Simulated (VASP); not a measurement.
Crystal: MgSi.

```xyz
4
Lattice="2.0488 -4.8823 0.0000 2.0488 4.8823 0.0000 0.0000 0.0000 3.5373" Properties=species:S:1:pos:R:3 pbc="T T T"
Mg    2.0488   -1.3624    0.8843
Mg    2.0488    1.3624    2.6530
Si    2.0488   -4.2063    0.8843
Si    2.0488    4.2063    2.6530
```

```yaml
Program: VASP 6.6.1
Task: relaxation of cell and atoms
Functional: PBEsol
Potentials_or_basis: VASP PAW PBE potentials, release 64 (Mg, Si)
Cutoff: 600 eV
k_mesh: 6 × 6 × 6
Occupations: gaussian, width 0.1 eV
Spin: no spin polarisation
```

At the start: pressure 6.2 GPa; volume 17.69 Å³/atom.

How do energy, volume and symmetry change on relaxing?

Over 7 steps the energy falls by 68.5 meV/atom and the volume is 18.50 Å³/atom (+4.6 %); space group Cmcm (No. 63, to 0.05 Å).

Step by step:
```
step  energy change (eV)  largest force (eV/Å)  pressure (GPa)  volume (Å³)
   1              0.0000                2.0857            6.22        70.77
   2             -0.2217                0.2521           -3.39        78.01
   3             -0.2545                0.2397           -1.30        75.88
   4             -0.2545                0.2677           -1.19        75.78
   5             -0.2705                0.1040           -0.32        74.50
   6             -0.2731                0.0336            0.24        73.77
   7             -0.2739                0.0254            0.03        73.99
```

Final structure:
```xyz
4
Lattice="2.0750 -4.8838 0.0000 2.0750 4.8838 0.0000 0.0000 0.0000 3.6508" Properties=species:S:1:pos:R:3 pbc="T T T"
Mg    2.0750   -1.3942    0.9127
Mg    2.0750    1.3942    2.7381
Si    2.0750   -4.1134    0.9127
Si    2.0750    4.1134    2.7381
```

Caveat: the PAW data sets were made with another functional, which shifts forces and pressure a little; the relaxation stopped at a loose force limit of 0.05 eV/Å, so its end isn't a converged minimum.
